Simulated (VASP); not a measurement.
# Sr (Immm) in VASP: a series of runs

Runs on Sr. Level: PBE. Tasks: single point.

All numbers are computed with VASP 6.6.1; they aren't measurements. Logs are shortened: lines on timing, memory, paths and dates and some standing lists are left out, and cuts for length are marked.

### Step 1. The cell of the first run

The structure is orthorhombic, space group Immm (No. 71). The conventional cell has a = 4.729 Å, b = 4.850 Å, c = 4.971 Å, α = 90.00°, β = 90.00°, γ = 90.00°. Sr (site symmetry mmm) has 14 Sr at 4.20 to 4.97 Å within 5.5 Å.

### Step 2. Single point, PBE (strain +0.0250 x Voigt [1, -1, 0, 0, 0, 0])

INCAR reads:

```
SYSTEM = Sr
  PREC = Accurate
  ENCUT = 520
  EDIFF = 1E-6
  ISMEAR = 0
  SIGMA = 0.15
  LREAL = .False.
  LASPH = .True.
  NELM = 100
  ALGO = Normal
  ISIF = 2
  LWAVE = .False.
  LCHARG = .True.
  GGA = PE
  LELF = .True.
  LVHAR = .True.
  NBANDS = 11
```

KPOINTS reads:

```
regular mesh
0
Gamma
  14 14 14
  0 0 0
```

POSCAR reads:

```
Sr
1.0
   -2.4856250000      2.3643750000      2.4250000000
    2.4856250000     -2.3643750000      2.4250000000
    2.4856250000      2.3643750000     -2.4250000000
Sr
1
Direct
    0.0000000000      0.0000000000      0.0000000000
```

Potentials or basis: VASP PAW PBE potentials, release 64 (Sr_sv).

Command:

```console
$ cat potpaw_PBE.64/Sr_sv/POTCAR > POTCAR
$ mpirun -np 1 vasp_std > vasp.out
```

OUTCAR:

```text
SYSTEM = Sr
   PREC = Accurate
   ENCUT = 520
   EDIFF = 1E-6
   ISMEAR = 0
   LREAL = .False.
   LASPH = .True.
   NELM = 100
   ISIF = 2
   GGA = PE

 ion  position               nearest neighbor table
   1  0.000  0.000  0.000-

  LATTYP: Found a body centered orthorhombic cell.
 ALAT       =     4.7287500000
 B/A-ratio  =     1.0256410256
 C/A-ratio  =     1.0512820513

  Lattice vectors:

 A1 = (  -2.4856250000,  -2.3643750000,  -2.4250000000)
 A2 = (  -2.4856250000,   2.3643750000,   2.4250000000)
 A3 = (   2.4856250000,   2.3643750000,  -2.4250000000)

Analysis of symmetry for initial positions (statically):
=====================================================================
 Subroutine PRICEL returns:
 Original cell was already a primitive cell.

 Routine SETGRP: Setting up the symmetry group for a
 body centered orthorhombic supercell.

 Subroutine GETGRP returns: Found  8 space group operations
 (whereof  8 operations were pure point group operations)
 out of a pool of  8 trial point group operations.

The static configuration has the point symmetry D_2h.

Analysis of symmetry for dynamics (positions and initial velocities):
=====================================================================
 Subroutine PRICEL returns:
 Original cell was already a primitive cell.

 Routine SETGRP: Setting up the symmetry group for a
 body centered orthorhombic supercell.

 Subroutine GETGRP returns: Found  8 space group operations
 (whereof  8 operations were pure point group operations)
 out of a pool of  8 trial point group operations.

The dynamic configuration has the point symmetry D_2h.

 Subroutine INISYM returns: Found  8 space group operations
 (whereof  8 operations are pure point group operations),
 and found     1 'primitive' translations

----------------------------------------------------------------------------------------

                                     Primitive cell

  volume of cell :      57.0064

  direct lattice vectors                    reciprocal lattice vectors
    -2.485625000  2.364375000  2.425000000     0.000000000  0.211472376  0.206185567
     2.485625000 -2.364375000  2.425000000     0.201156651  0.000000000  0.206185567
     2.485625000  2.364375000 -2.425000000     0.201156651  0.211472376  0.000000000

  length of vectors
     4.201098164  4.201098164  4.201098164     0.295352423  0.288056394  0.291863948

  position of ions in fractional coordinates (direct lattice)
     0.000000000  0.000000000  0.000000000

  ion indices of the primitive-cell ions
   primitive index   ion index
                 1           1

----------------------------------------------------------------------------------------

 KPOINTS: regular mesh

Automatic generation of k-mesh.
 Grid dimensions read from file:
 generate k-points for:   14   14   14

 Generating k-lattice:

  Cartesian coordinates                     Fractional coordinates (reciprocal lattice)
     0.000000000  0.015105170  0.014727541     0.071428571 -0.000000000  0.000000000
     0.014368332  0.000000000  0.014727541     0.000000000  0.071428571  0.000000000
     0.014368332  0.015105170  0.000000000     0.000000000 -0.000000000  0.071428571

  Length of vectors
     0.021096602  0.020575457  0.020847425

  Shift w.r.t. Gamma in fractional coordinates (k-lattice)
     0.000000000  0.000000000  0.000000000

 Subroutine IBZKPT returns following result:
 ===========================================

 Found    428 irreducible k-points:

 Following reciprocal coordinates:
            Coordinates               Weight
  0.000000  0.000000  0.000000      1.000000
  0.071429 -0.000000  0.000000      4.000000
  0.142857 -0.000000  0.000000      4.000000
  0.214286  0.000000  0.000000      4.000000
  0.285714  0.000000  0.000000      4.000000
  0.357143  0.000000  0.000000      4.000000
[... 16 lines left out ...]
 -0.000000  0.142857  0.000000      4.000000
  0.071429  0.142857  0.000000      8.000000
 [... further k-points ...]
   k-points           NKPTS =    428   k-points in BZ     NKDIM =    428   number of bands    NBANDS=     11
   number of dos      NEDOS =    301   number of ions     NIONS =      1
   total plane-waves  NPLWV =  32768
   dimension x,y,z NGX =    32 NGY =   32 NGZ =   32
   dimension x,y,z NGXF=    64 NGYF=   64 NGZF=   64
   ions per type =               1
   NGX,Y,Z   is equivalent  to a cutoff of  12.66, 12.66, 12.66 a.u.
   NGXF,Y,Z  is equivalent  to a cutoff of  25.33, 25.33, 25.33 a.u.
 SYSTEM =  Sr
   PREC   = accura    normal or accurate (medium, high low for compatibility)
   ISTART =      0    job   : 0-new  1-cont  2-samecut
   ICHARG =      2    charge: 1-file 2-atom 10-const
   ISPIN  =      1    spin polarized calculation?
   LNONCOLLINEAR =      F non collinear calculations
   LSORBIT =      F    spin-orbit coupling
   LASPH  =      T    aspherical Exc in radial PAW
   ENCUT  =  520.0 eV  38.22 Ry    6.18 a.u.   7.81  7.81  7.81*2*pi/ulx,y,z
   NELM   =    100;   NELMIN=  2; NELMDL= -5     # of ELM steps
   EDIFF  = 0.1E-05   stopping-criterion for ELM
   LREAL  =      F    real-space projection
   EDIFFG = 0.1E-04   stopping-criterion for IOM
   NSW    =      0    number of steps for IOM
   IBRION =     -1    ionic relax: 0-MD 1-quasi-New 2-CG
   NFREE  =      0    steps in history (QN), initial steepest desc. (CG)
   ISIF   =      2    stress and relaxation
   ISYM   =      2    0-nonsym 1-usesym 2-fastsym
   POTIM  = 0.5000    time-step for ionic-motion
   TEBEG  =    0.0;   TEEND  =   0.0 temperature during run
   PSTRESS=    0.0 pullay stress
   NELECT =      10.0000    total number of electrons
   NUPDOWN=      -1.0000    fix difference up-down
   EMIN   =  10.00;   EMAX   =-10.00  energy-range for DOS
   EFERMI =   0.00;   METHOD = LEGACY
   ISMEAR =     0;   SIGMA  =   0.15  broadening in eV -4-tet -1-fermi 0-gaus
   EFERMI_NEDOS =   21; number of points for ismear=-14 and -15
   IALGO  =     38    algorithm
   IMIX   =      4    mixing-type and parameters
     AMIX     =   0.40;   BMIX     =  1.00
     AMIX_MAG =   1.60;   BMIX_MAG =  1.00
  volume/ion in A,a.u.               =      57.01       384.70
  Fermi-wavevector in a.u.,A,eV,Ry     =   0.916432  1.731805 11.426821  0.839848
  Thomas-Fermi vector in A             =   2.041287
   LORBIT       =      0    0 simple, 1 ext, 2 COOP (PROOUT), +10 PAW based schemes
   GGA     = PE    functional components
   LHFCALC =     F    Hartree Fock is set to
   AEXX    =    0.0000 exact exchange contribution
   IVDW    =     0    specifies the selected vdW correction
   LEPSILON=     F    determine dielectric tensor
   LRPA    =     F    only Hartree local field effects (RPA)
 non-spin polarized calculation
 Gauss-broadening in eV      SIGMA  =   0.15
  energy-cutoff  :      520.00
  volume of cell :       57.01
 maximum number of plane-waves:      1552
   NGX = 15   NGY = 15   NGZ = 15

 number of electron      10.0000000 magnetization

 Free energy of the ion-electron system (eV)
  ---------------------------------------------------
  ext. energy  EPLUGINS =         0.00000000
  ---------------------------------------------------
  free energy    TOTEN  =        -1.63260373 eV

  energy without entropy =       -1.61752697  energy(sigma->0) =       -1.62506535

 E-fermi :   1.4727     XC(G=0):  -7.2408

 val. band max:        1.4673252696   @ k =   0.5000  -0.4286   0.3571
 cond. band min:       1.4872742092   @ k =  -0.4286  -0.4286   0.4286
 fundamental gap:      0.0199489396
 Fermi energy:         1.4726584612

 k-point     1 :       0.0000    0.0000    0.0000
  band No.  band energies     occupation
      1     -35.2248      2.00000
      2     -17.1187      2.00000
      3     -17.1164      2.00000
      4     -17.1143      2.00000
      5      -2.1212      2.00000
      6       3.6605      0.00000
      7       3.8075      0.00000
      8       3.9375      0.00000
      9       4.8986      0.00000
     10       5.2373      0.00000
     11       9.2075      0.00000

 k-point     2 :       0.0714   -0.0000    0.0000
  band No.  band energies     occupation
      1     -35.2242      2.00000
      2     -17.1265      2.00000
      3     -17.1175      2.00000
      4     -17.1174      2.00000
      5      -2.0348      2.00000
      6       3.6258      0.00000
      7       3.8396      0.00000
      8       3.8782      0.00000
      9       4.8933      0.00000
     10       5.1291      0.00000
     11       9.3983      0.00000

 k-point     3 :       0.1429   -0.0000    0.0000
  band No.  band energies     occupation
      1     -35.2224      2.00000
      2     -17.1509      2.00000
      3     -17.1260      2.00000
      4     -17.1181      2.00000
      5      -1.7814      2.00000
      6       3.4331      0.00000
      7       3.6370      0.00000
      8       4.0596      0.00000
      9       4.8839      0.00000
     10       5.0055      0.00000
     11       9.6957      0.00000

 k-point     4 :       0.2143    0.0000    0.0000
  band No.  band energies     occupation
      1     -35.2197      2.00000
      2     -17.1859      2.00000
      3     -17.1385      2.00000
      4     -17.1189      2.00000
      5      -1.3785      2.00000
      6       3.1701      0.00000
      7       3.2055      0.00000
      8       4.4480      0.00000
      9       4.9367      0.00000
     10       5.0201      0.00000
     11       9.4140      0.00000
[... 239 lines left out ...]
 k-point    22 :      -0.0714    0.0714    0.0000
  band No.  band energies     occupation
      1     -35.2242      2.00000
      2     -17.1260      2.00000
      3     -17.1192      2.00000
      4     -17.1159      2.00000
      5      -2.0369      2.00000
      6       3.6497      0.00000
      7       3.7549      0.00000
      8       3.9521      0.00000
      9       4.8440      0.00000
     10       5.1733      0.00000
     11       9.3804      0.00000

 k-point    23 :      -0.0000    0.1429    0.0000
  band No.  band energies     occupation
      1     -35.2225      2.00000
      2     -17.1490      2.00000
      3     -17.1290      2.00000
      4     -17.1147      2.00000
      5      -1.7985      2.00000
      6       3.4249      0.00000
      7       3.6218      0.00000
      8       4.1929      0.00000
      9       4.6415      0.00000
     10       5.1858      0.00000
     11       9.5597      0.00000

 k-point    24 :       0.0714    0.1429    0.0000
  band No.  band energies     occupation
      1     -35.2209      2.00000
      2     -17.1712      2.00000
      3     -17.1332      2.00000
      4     -17.1179      2.00000
      5      -1.5572      2.00000
      6       3.2118      0.00000
      7       3.4662      0.00000
      8       4.3888      0.00000
      9       4.6036      0.00000
     10       5.2104      0.00000
     11       9.6655      0.00000

 [... further k-points ...]
[... 5 lines left out ...]
  --------------------------------------------------------------------------------------
  -------------------------------------------------------------------------------------
  Total       -0.1987953     -0.1765725     -0.2009724      0.0000000     -0.0000000      0.0000000
  in kB       -5.5871841     -4.9626075     -5.6483733      0.0000000     -0.0000000      0.0000000
  external PRESSURE =      -5.3993883 kB  Pullay stress =       0.0000000 kB

 VOLUME and BASIS-vectors are now :
 -----------------------------------------------------------------------------
  energy-cutoff  :      520.00
  volume of cell :       57.01
      direct lattice vectors                 reciprocal lattice vectors
    -2.485625000  2.364375000  2.425000000     0.000000000  0.211472376  0.206185567
     2.485625000 -2.364375000  2.425000000     0.201156651  0.000000000  0.206185567
     2.485625000  2.364375000 -2.425000000     0.201156651  0.211472376  0.000000000

 POSITION                                       TOTAL-FORCE (eV/Angst)
 -----------------------------------------------------------------------------------
      0.00000      0.00000      0.00000         0.000000     -0.000000      0.000000
 -----------------------------------------------------------------------------------
    total drift:                                0.000000      0.000000     -0.000000

  FREE ENERGIE OF THE ION-ELECTRON SYSTEM (eV)
  ---------------------------------------------------
  free  energy   TOTEN  =        -1.6326037319 eV

  energy  without entropy=       -1.6175269700  energy(sigma->0) =       -1.62506535
```

Run time: 74 s. Hardware: 1 thread of Intel Xeon Platinum 8488C (Sapphire Rapids), shared host; peak memory 0.38 GiB.

What came out:

```
Free energy            : -1.6326 eV
Pressure               : -0.5 GPa
Band gap on the k mesh : zero (band 5 reaches 1.69 eV, above the bottom of band 6 at 1.42 eV)
```

Caveat: the cell differs from its parent crystal (strain +0.0250 x Voigt [1, -1, 0, 0, 0, 0]).

### Step 3. Single point, PBE (strain -0.0500 x Voigt [1, -1, 0, 0, 0, 0])

INCAR reads:

```
SYSTEM = Sr
PREC = Accurate ; ENCUT = 520
EDIFF = 1E-7 ; ISMEAR = 0
SIGMA = 0.15 ; LREAL = .FALSE.
LASPH = .TRUE. ; NELM = 100
ALGO = Normal ; ISIF = 2
LWAVE = .FALSE. ; LCHARG = .TRUE.
GGA = PE ; LELF = .TRUE.
LVHAR = .TRUE. ; NBANDS = 11
```

KPOINTS reads:

```
regular mesh
0
G
  14 14 14
  0 0 0
```

POSCAR reads:

```
Sr
1.0
   -2.3037500000      2.5462500000      2.4250000000
    2.3037500000     -2.5462500000      2.4250000000
    2.3037500000      2.5462500000     -2.4250000000
Sr
1
Direct
    0.0000000000      0.0000000000      0.0000000000
```

Potentials or basis: VASP PAW PBE potentials, release 64 (Sr_sv).

Command:

```console
$ cat potpaw_PBE.64/Sr_sv/POTCAR > POTCAR
$ mpirun -np 1 vasp_std > vasp.out
```

OUTCAR:

```text
SYSTEM = Sr
   PREC = Accurate
   ENCUT = 520
   EDIFF = 1E-7
   ISMEAR = 0
   LREAL = .FALSE.
   LASPH = .TRUE.
   NELM = 100
   ISIF = 2
   GGA = PE

 ion  position               nearest neighbor table
   1  0.000  0.000  0.000-

  LATTYP: Found a body centered orthorhombic cell.
 ALAT       =     4.6075000000
 B/A-ratio  =     1.0526315789
 C/A-ratio  =     1.1052631579

  Lattice vectors:

 A1 = (  -2.3037500000,  -2.5462500000,   2.4250000000)
 A2 = (   2.3037500000,  -2.5462500000,  -2.4250000000)
 A3 = (   2.3037500000,   2.5462500000,   2.4250000000)

[... 507 lines left out ...]
      5      -1.5343      2.00000
      6       3.1644      0.00000
      7       3.5050      0.00000
      8       4.3061      0.00000
      9       4.6717      0.00000
     10       5.2575      0.00000
     11       9.6207      0.00000

 [... further k-points ...]
[... 5 lines left out ...]
  --------------------------------------------------------------------------------------
  -------------------------------------------------------------------------------------
  Total       -0.1281523     -0.1839749     -0.2120055      0.0000000      0.0000000      0.0000000
  in kB       -3.6085174     -5.1803730     -5.9696596      0.0000000      0.0000000      0.0000000
  external PRESSURE =      -4.9195167 kB  Pullay stress =       0.0000000 kB

 VOLUME and BASIS-vectors are now :
 -----------------------------------------------------------------------------
  energy-cutoff  :      520.00
  volume of cell :       56.90
      direct lattice vectors                 reciprocal lattice vectors
    -2.303750000  2.546250000  2.425000000     0.000000000  0.196367207  0.206185567
     2.303750000 -2.546250000  2.425000000     0.217037439  0.000000000  0.206185567
     2.303750000  2.546250000 -2.425000000     0.217037439  0.196367207  0.000000000

 POSITION                                       TOTAL-FORCE (eV/Angst)
 -----------------------------------------------------------------------------------
      0.00000      0.00000      0.00000         0.000000     -0.000000      0.000000
 -----------------------------------------------------------------------------------
    total drift:                                0.000000      0.000000     -0.000000

  FREE ENERGIE OF THE ION-ELECTRON SYSTEM (eV)
  ---------------------------------------------------
  free  energy   TOTEN  =        -1.6319797385 eV

  energy  without entropy=       -1.6168147799  energy(sigma->0) =       -1.62439726
```

OSZICAR:

```text
N       E                     dE             d eps       ncg     rms          rms(c)
DAV:   1     0.362937163179E+02    0.36294E+02   -0.47338E+03  9424   0.781E+02
DAV:   2     0.979452876732E-01   -0.36196E+02   -0.35592E+02 10905   0.151E+02
DAV:   3    -0.155179735229E+01   -0.16497E+01   -0.16315E+01 14100   0.239E+01
DAV:   4    -0.162554261750E+01   -0.73745E-01   -0.73593E-01 12408   0.467E+00
DAV:   5    -0.162736860527E+01   -0.18260E-02   -0.18252E-02 13670   0.546E-01    0.108E+01
DAV:   6    -0.162986814331E+01   -0.24995E-02   -0.70039E-03 11390   0.937E-01    0.605E+00
DAV:   7    -0.163186416763E+01   -0.19960E-02   -0.12176E-02 10438   0.123E+00    0.292E-01
DAV:   8    -0.163193975389E+01   -0.75586E-04   -0.14574E-03 14809   0.224E-01    0.671E-02
DAV:   9    -0.163196301315E+01   -0.23259E-04   -0.16401E-05 11404   0.355E-02    0.298E-02
DAV:  10    -0.163198040038E+01   -0.17387E-04   -0.71620E-06 11561   0.197E-02    0.560E-03
DAV:  11    -0.163197974401E+01    0.65637E-06   -0.49020E-07 11887   0.493E-03    0.265E-03
DAV:  12    -0.163197973849E+01    0.55171E-08   -0.89723E-08  7766   0.225E-03
   1 F= -.16319797E+01 E0= -.16243973E+01  d E =-.151650E-01
```

Wall time 82 s (1 thread of Intel Xeon Platinum 8488C (Sapphire Rapids), shared host); peak memory 0.38 GiB.

Results:

```yaml
Free_energy: -1.6320 eV
Pressure: -0.5 GPa
Band_gap_on_the_k_mesh: zero (band 5 reaches 1.70 eV, above the bottom of band 6 at 1.43 eV)
```

Stress tensor (GPa, compression positive):
```
-0.36  0.00  0.00
 0.00 -0.52  0.00
 0.00  0.00 -0.60
```

Caveat: the cell differs from its parent crystal (strain -0.0500 x Voigt [1, -1, 0, 0, 0, 0]).
